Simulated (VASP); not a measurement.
# SnO2 (Pnnm) in VASP: a series of runs

Runs on SnO2. Level: LDA. Tasks: single point.

Everything below comes from runs of VASP 6.6.1. Logs are shortened: lines on timing, memory, paths and dates and some standing lists are left out, and cuts for length are marked.

### Step 1. The cell of the first run

Symmetry: Pnnm, No. 58, orthorhombic system. Conventional cell: a = 4.500 Å, b = 4.779 Å, c = 3.040 Å, α = 90.00°, β = 90.00°, γ = 90.00°. Sn (site symmetry 2/m) has 6 O at 2.00 to 2.01 Å within 2.7 Å. O (site symmetry m) has 3 Sn at 2.00 to 2.01 Å and 1 O at 2.61 Å within 2.7 Å.

### Step 2. Single point, LDA (10.89 Å³/atom)

Contents of INCAR:

```
PREC = Accurate ; ENCUT = 520
EDIFF = 1E-6 ; ISMEAR = 0
SIGMA = 0.05 ; LREAL = False
LASPH = True ; NELM = 100
ALGO = Normal ; ISIF = 2
LWAVE = False ; LCHARG = False
NBANDS = 35
```

Contents of KPOINTS:

```
regular mesh
0
Gamma
  6 6 10
```

Contents of POSCAR:

```
SnO2
1.0
    4.7789121485      0.0000000000      0.0000000000
    0.0000000000      4.4999709773      0.0000000000
    0.0000000000      0.0000000000      3.0397630057
Sn O
2 4
Direct
    0.5000000000      0.5000000000      0.5000000000
    0.0000000000      0.0000000000      0.0000000000
    0.3341064984      0.2701071768      0.0000000000
    0.8341064984      0.2298928232      0.5000000000
    0.1658935016      0.7701071768      0.5000000000
    0.6658935016      0.7298928232      0.0000000000
```

Potentials or basis: VASP PAW LDA potentials, release 64 (Sn_d, O).

Run with:

```console
$ cat potpaw_LDA.64/Sn_d/POTCAR potpaw_LDA.64/O/POTCAR > POTCAR
$ mpirun -np 1 vasp_std > vasp.out
```

OUTCAR:

```text
PREC = Accurate
   ENCUT = 520
   EDIFF = 1E-6
   ISMEAR = 0
   LREAL = False
   LASPH = True
   NELM = 100
   ISIF = 2

 ion  position               nearest neighbor table
   1  0.500  0.500  0.500-   3 2.00   6 2.00   3 2.00   6 2.00   5 2.01   4 2.01   2 3.62   2 3.62
                             2 3.62   2 3.62   2 3.62   2 3.62   2 3.62   2 3.62
   2  0.000  0.000  0.000-   4 2.00   5 2.00   4 2.00   5 2.00   3 2.01   6 2.01   1 3.62   1 3.62
                             1 3.62   1 3.62   1 3.62   1 3.62   1 3.62   1 3.62
   3  0.334  0.270  0.000-   1 2.00   1 2.00   2 2.01
   4  0.834  0.230  0.500-   2 2.00   2 2.00   1 2.01
   5  0.166  0.770  0.500-   2 2.00   2 2.00   1 2.01
   6  0.666  0.730  0.000-   1 2.00   1 2.00   2 2.01

  LATTYP: Found a simple orthorhombic cell.
 ALAT       =     3.0397630057
 B/A-ratio  =     1.4803690185
 C/A-ratio  =     1.5721331365

  Lattice vectors:

 A1 = (   0.0000000000,   0.0000000000,  -3.0397630057)
 A2 = (   0.0000000000,   4.4999709773,   0.0000000000)
 A3 = (   4.7789121485,   0.0000000000,   0.0000000000)

Analysis of symmetry for initial positions (statically):
=====================================================================
 Subroutine PRICEL returns:
 Original cell was already a primitive cell.

 Routine SETGRP: Setting up the symmetry group for a
 simple orthorhombic supercell.

 Subroutine GETGRP returns: Found  8 space group operations
 (whereof  4 operations were pure point group operations)
 out of a pool of  8 trial point group operations.

The static configuration has the point symmetry C_2h.
 The point group associated with its full space group is D_2h.

Analysis of symmetry for dynamics (positions and initial velocities):
=====================================================================
 Subroutine PRICEL returns:
 Original cell was already a primitive cell.

 Routine SETGRP: Setting up the symmetry group for a
 simple orthorhombic supercell.

 Subroutine GETGRP returns: Found  8 space group operations
 (whereof  4 operations were pure point group operations)
 out of a pool of  8 trial point group operations.

The dynamic configuration has the point symmetry C_2h.
 The point group associated with its full space group is D_2h.

 Subroutine INISYM returns: Found  8 space group operations
 (whereof  4 operations are pure point group operations),
 and found     1 'primitive' translations

----------------------------------------------------------------------------------------

                                     Primitive cell

  volume of cell :      65.3700

  direct lattice vectors                    reciprocal lattice vectors
     4.778912148  0.000000000  0.000000000     0.209252643  0.000000000  0.000000000
     0.000000000  4.499970977  0.000000000     0.000000000  0.222223655  0.000000000
     0.000000000  0.000000000  3.039763006     0.000000000  0.000000000  0.328973015

  length of vectors
     4.778912148  4.499970977  3.039763006     0.209252643  0.222223655  0.328973015

  position of ions in fractional coordinates (direct lattice)
     0.500000000  0.500000000  0.500000000
     0.000000000  0.000000000  0.000000000
     0.334106498  0.270107177  0.000000000
     0.834106498  0.229892823  0.500000000
     0.165893502  0.770107177  0.500000000
     0.665893502  0.729892823  0.000000000

  ion indices of the primitive-cell ions
   primitive index   ion index
                 1           1
                 2           2
                 3           3
                 4           4
                 5           5
                 6           6

----------------------------------------------------------------------------------------

 KPOINTS: regular mesh

Automatic generation of k-mesh.
 Grid dimensions read from file:
 generate k-points for:    6    6   10

 Generating k-lattice:

  Cartesian coordinates                     Fractional coordinates (reciprocal lattice)
     0.034875441  0.000000000  0.000000000     0.166666667  0.000000000  0.000000000
     0.000000000  0.037037276  0.000000000     0.000000000  0.166666667  0.000000000
     0.000000000  0.000000000  0.032897301     0.000000000  0.000000000  0.100000000

  Length of vectors
     0.034875441  0.037037276  0.032897301

  Shift w.r.t. Gamma in fractional coordinates (k-lattice)
     0.000000000  0.000000000  0.000000000

 Subroutine IBZKPT returns following result:
 ===========================================

 Found     96 irreducible k-points:

 Following reciprocal coordinates:
            Coordinates               Weight
  0.000000  0.000000  0.000000      1.000000
  0.166667  0.000000  0.000000      2.000000
  0.333333  0.000000  0.000000      2.000000
  0.500000  0.000000  0.000000      1.000000
  0.000000  0.166667  0.000000      2.000000
  0.166667  0.166667  0.000000      4.000000
[... 16 lines left out ...]
  0.333333  0.166667  0.100000      8.000000
  0.500000  0.166667  0.100000      4.000000
 [... further k-points ...]
   k-points           NKPTS =     96   k-points in BZ     NKDIM =     96   number of bands    NBANDS=     35
   number of dos      NEDOS =    301   number of ions     NIONS =      6
   total plane-waves  NPLWV =  31104
   dimension x,y,z NGX =    36 NGY =   36 NGZ =   24
   dimension x,y,z NGXF=    72 NGYF=   72 NGZF=   48
   ions per type =               2   4
   NGX,Y,Z   is equivalent  to a cutoff of  12.52, 13.30, 13.13 a.u.
   NGXF,Y,Z  is equivalent  to a cutoff of  25.05, 26.60, 26.25 a.u.
 SYSTEM =  unknown system
   PREC   = accura    normal or accurate (medium, high low for compatibility)
   ISTART =      0    job   : 0-new  1-cont  2-samecut
   ICHARG =      2    charge: 1-file 2-atom 10-const
   ISPIN  =      1    spin polarized calculation?
   LNONCOLLINEAR =      F non collinear calculations
   LSORBIT =      F    spin-orbit coupling
   LASPH  =      T    aspherical Exc in radial PAW
   ENCUT  =  520.0 eV  38.22 Ry    6.18 a.u.   8.89  8.37  5.65*2*pi/ulx,y,z
   NELM   =    100;   NELMIN=  2; NELMDL= -5     # of ELM steps
   EDIFF  = 0.1E-05   stopping-criterion for ELM
   LREAL  =      F    real-space projection
   EDIFFG = 0.1E-04   stopping-criterion for IOM
   NSW    =      0    number of steps for IOM
   IBRION =     -1    ionic relax: 0-MD 1-quasi-New 2-CG
   NFREE  =      0    steps in history (QN), initial steepest desc. (CG)
   ISIF   =      2    stress and relaxation
   ISYM   =      2    0-nonsym 1-usesym 2-fastsym
   POTIM  = 0.5000    time-step for ionic-motion
   TEBEG  =    0.0;   TEEND  =   0.0 temperature during run
   PSTRESS=    0.0 pullay stress
   NELECT =      52.0000    total number of electrons
   NUPDOWN=      -1.0000    fix difference up-down
   EMIN   =  10.00;   EMAX   =-10.00  energy-range for DOS
   EFERMI =   0.00;   METHOD = LEGACY
   ISMEAR =     0;   SIGMA  =   0.05  broadening in eV -4-tet -1-fermi 0-gaus
   EFERMI_NEDOS =   21; number of points for ismear=-14 and -15
   IALGO  =     38    algorithm
   IMIX   =      4    mixing-type and parameters
     AMIX     =   0.40;   BMIX     =  1.00
     AMIX_MAG =   1.60;   BMIX_MAG =  1.00
  volume/ion in A,a.u.               =      10.89        73.52
  Fermi-wavevector in a.u.,A,eV,Ry     =   1.516875  2.866478 31.305776  2.300910
  Thomas-Fermi vector in A             =   2.626206
   LORBIT       =      0    0 simple, 1 ext, 2 COOP (PROOUT), +10 PAW based schemes
   GGA     = CA    functional components
   LHFCALC =     F    Hartree Fock is set to
   AEXX    =    0.0000 exact exchange contribution
   IVDW    =     0    specifies the selected vdW correction
   LEPSILON=     F    determine dielectric tensor
   LRPA    =     F    only Hartree local field effects (RPA)
 non-spin polarized calculation
 Gauss-broadening in eV      SIGMA  =   0.05
  energy-cutoff  :      520.00
  volume of cell :       65.37
 maximum number of plane-waves:      1782
 NGX is ok and might be reduce to    36
   NGX = 17   NGY = 17   NGZ = 11

 number of electron      52.0000008 magnetization

 Free energy of the ion-electron system (eV)
  ---------------------------------------------------
  ext. energy  EPLUGINS =         0.00000000
  ---------------------------------------------------
  free energy    TOTEN  =       -41.82200210 eV

  energy without entropy =      -41.82200210  energy(sigma->0) =      -41.82200210

 E-fermi :   6.8817     XC(G=0): -12.3009

 val. band max:        6.6670460417   @ k =   0.0000   0.1667   0.0000
 cond. band min:       9.1619077273   @ k =   0.0000   0.0000   0.0000
 fundamental gap:      2.4948616856
 Fermi energy:         6.8817388772

 k-point     1 :       0.0000    0.0000    0.0000
  band No.  band energies     occupation
      1     -14.2196      2.00000
      2     -13.3500      2.00000
      3     -12.8549      2.00000
      4     -12.8154      2.00000
      5     -12.8062      2.00000
      6     -12.7316      2.00000
[... 27 lines left out ...]
     34      19.5792      0.00000
     35      19.9741      0.00000

 k-point     2 :       0.1667    0.0000    0.0000
  band No.  band energies     occupation
      1     -14.1702      2.00000
      2     -13.3959      2.00000
      3     -12.8542      2.00000
      4     -12.8121      2.00000
      5     -12.8041      2.00000
      6     -12.7756      2.00000
[... 27 lines left out ...]
     34      19.4296      0.00000
     35      19.7968      0.00000

 k-point     3 :       0.3333    0.0000    0.0000
  band No.  band energies     occupation
      1     -14.0266      2.00000
      2     -13.5648      2.00000
      3     -12.8523      2.00000
      4     -12.8310      2.00000
      5     -12.8049      2.00000
      6     -12.8001      2.00000
[... 27 lines left out ...]
     34      19.4377      0.00000
     35      19.6975      0.00000
[... 723 lines left out ...]
 k-point    23 :       0.3333    0.1667    0.1000
  band No.  band energies     occupation
      1     -13.9656      2.00000
      2     -13.5719      2.00000
      3     -13.0205      2.00000
      4     -12.9802      2.00000
      5     -12.7986      2.00000
      6     -12.7286      2.00000
[... 27 lines left out ...]
     34      19.5671      0.00000
     35      19.8001      0.00000

 k-point    24 :       0.5000    0.1667    0.1000
  band No.  band energies     occupation
      1     -13.7891      2.00000
      2     -13.7891      2.00000
      3     -12.9999      2.00000
      4     -12.9999      2.00000
      5     -12.7644      2.00000
      6     -12.7644      2.00000
[... 27 lines left out ...]
     34      19.1575      0.00000
     35      20.3729      0.00000

 [... further k-points ...]
[... 5 lines left out ...]
  --------------------------------------------------------------------------------------
  -------------------------------------------------------------------------------------
  Total        6.5154678      7.1792372     12.0674697     -0.0000000      0.0000000      0.0000000
  in kB      159.6899931    175.9585603    295.7660461     -0.0000000      0.0000000      0.0000000
  external PRESSURE =     210.4715332 kB  Pullay stress =       0.0000000 kB

 VOLUME and BASIS-vectors are now :
 -----------------------------------------------------------------------------
  energy-cutoff  :      520.00
  volume of cell :       65.37
      direct lattice vectors                 reciprocal lattice vectors
     4.778912148  0.000000000  0.000000000     0.209252643  0.000000000  0.000000000
     0.000000000  4.499970977  0.000000000     0.000000000  0.222223655  0.000000000
     0.000000000  0.000000000  3.039763006     0.000000000  0.000000000  0.328973015

 POSITION                                       TOTAL-FORCE (eV/Angst)
 -----------------------------------------------------------------------------------
      2.38946      2.24999      1.51988        -0.000000      0.000000      0.000000
      0.00000      0.00000      0.00000        -0.000000      0.000000      0.000000
      1.59667      1.21547      0.00000        -0.010927     -0.054862      0.000000
      3.98612      1.03451      1.51988        -0.010927      0.054862     -0.000000
      0.79279      3.46546      1.51988         0.010927     -0.054862      0.000000
      3.18225      3.28450      0.00000         0.010927      0.054862     -0.000000
 -----------------------------------------------------------------------------------
    total drift:                                0.000000      0.000000      0.000000

  FREE ENERGIE OF THE ION-ELECTRON SYSTEM (eV)
  ---------------------------------------------------
  free  energy   TOTEN  =       -41.8220020957 eV

  energy  without entropy=      -41.8220020957  energy(sigma->0) =      -41.82200210
```

Run time: 2.5 min. Hardware: 1 thread of AMD EPYC 7R13 (Zen 3), shared host; peak memory 0.24 GiB.

What came out:

| Property | Result |
| --- | --- |
| Free energy | -41.8220 eV |
| Pressure | 21.0 GPa |
| Largest force | 0.056 eV/Å |
| Band gap on the k mesh | 2.49 eV (least direct gap 2.50 eV) |

Forces in eV/Å, atoms in the order of the input:
```
Sn   0.000  0.000  0.000
Sn   0.000  0.000  0.000
O   -0.011 -0.055  0.000
O   -0.011  0.055  0.000
O    0.011 -0.055  0.000
O    0.011  0.055  0.000
```

Caveat: the stress differs along the axes, from 16 to 30 GPa; spin-orbit coupling is left out, which moves the levels of the heavy elements.

(Part 1 of 2 ends here.)
